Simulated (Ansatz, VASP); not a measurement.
# One calculation of SiW6, two programs

File INCAR:

```
PREC = Accurate ; ENCUT = 520
EDIFF = 1E-6 ; ISMEAR = 0
SIGMA = 0.1 ; LREAL = False
LASPH = True ; NELM = 100
ALGO = Normal ; ISIF = 2
LWAVE = False ; LCHARG = False
LDIPOL = True ; IDIPOL = 3
DIPOL = 0.5 0.5 0.318 ; GGA = PE
IVDW = 12 ; NBANDS = 53
```

KPOINTS

```
regular mesh
0
Gamma
  6 6 1
```

File POSCAR:

```
SiW6
1.0
    4.4682526257      0.0000000000      0.0000000000
   -2.2341263128      3.8696202844      0.0000000000
    0.0000000000      0.0000000000     21.6259061357
W Si
6 1
Direct
    0.6666666667      0.3333333333      0.1849633479
    0.3333333333      0.6666666667      0.2271386095
    0.0000000000      0.0000000000      0.2693138710
    0.6666666667      0.3333333333      0.3085097946
    0.3333333333      0.6666666667      0.3483008428
    0.0000000000      0.0000000000      0.3849968683
    0.4444444444      0.8888888889      0.5005989607
```

Input for Ansatz:

```yaml
crystal:
  lattice:
    - [4.4682526257, 0.0, 0.0]
    - [-2.2341263128, 3.8696202844, 0.0]
    - [0.0, 0.0, 21.6259061357]
  atoms:
    - { symbol: W, position: [0.6666666667, 0.3333333333, 0.1849633479] }
    - { symbol: W, position: [0.3333333333, 0.6666666667, 0.2271386095] }
    - { symbol: W, position: [0.0, 0.0, 0.269313871] }
    - { symbol: W, position: [0.6666666667, 0.3333333333, 0.3085097946] }
    - { symbol: W, position: [0.3333333333, 0.6666666667, 0.3483008428] }
    - { symbol: W, position: [0.0, 0.0, 0.3849968683] }
    - { symbol: Si, position: [0.4444444444, 0.8888888889, 0.5005989607] }
basis:
  ecutwfc: 420
kpoints:
  mp_grid: { grid: [6, 6, 1] }
hamiltonian:
  xc: pbe
  pseudopotentials: { kind: paw, azcp: { folder: soft_1 } }
  dispersion: d3bj
scf:
  occupations: { method: gaussian, width: 0.1 }
output:
  forces: true
  eigenvalues: true
efield:
  axis: 3
  dipole_correction: true
  ramp_width: 0.04
```

Alike in both runs: task single point; functional PBE; dispersion D3(BJ); k mesh 6 × 6 × 1; occupations gaussian, width 0.1 eV; no spin polarisation.

```csv
,VASP,Ansatz
version,VASP 6.6.1,Ansatz 0.2.0
potentials or method,"VASP PAW PBE potentials, release 64 (W_sv, Si), cutoff 520 eV","scalar-relativistic, plane waves, PAW"
valence electrons in the cell,88,88
```

|  | VASP | Ansatz | Ansatz less VASP |
| --- | --- | --- | --- |
| gap on the k mesh at the Fermi level (eV) | none | none | - |
| rms of the force components (eV/Å) | 0.897 | 0.889 | -0.0086 |

Atom by atom the forces differ by 0.022 eV/Å (rms over components). A gap of «none» marks a metal or a gap that the smearing closes. Ansatz's warnings: dispersion switch in reach.

Neither program's run includes spin-orbit coupling.
